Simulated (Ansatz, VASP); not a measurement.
One calculation of NaH, two programs

```
Na H
1.0
     0.00000    2.44000    2.44000
     2.44000    0.00000    2.44000
     2.44000    2.44000    0.00000
Na H
1 1
Direct
  0.00000 0.00000 0.00000
  0.50000 0.50000 0.50000
```

Alike in both runs: task relaxation of cell and atoms; functional PBE; k mesh 8 × 8 × 8; occupations fermi-dirac, width 0.01 eV; no spin polarisation.

|  | VASP | Ansatz |
| --- | --- | --- |
| version | VASP 6.6.1 | Ansatz 0.2.0 |
| potentials or method | VASP PAW PBE potentials, release 64 (Na_pv, H) | plane waves, PAW |
| plane-wave cutoff (eV) | 600 | 420 |
| valence electrons in the cell | 8 | 10 |

|  | VASP | Ansatz | Ansatz less VASP |
| --- | --- | --- | --- |
| relaxed volume (Å³/atom) | 14.11 | 14.10 | -0.007 |
| relaxed cell length with the largest relative difference (Å) | 3.417 | 3.417 | -0.0005 |

VASP's potentials hold 8 valence electrons a cell and Ansatz's 10, so a difference there can come from the potentials and not from the codes.
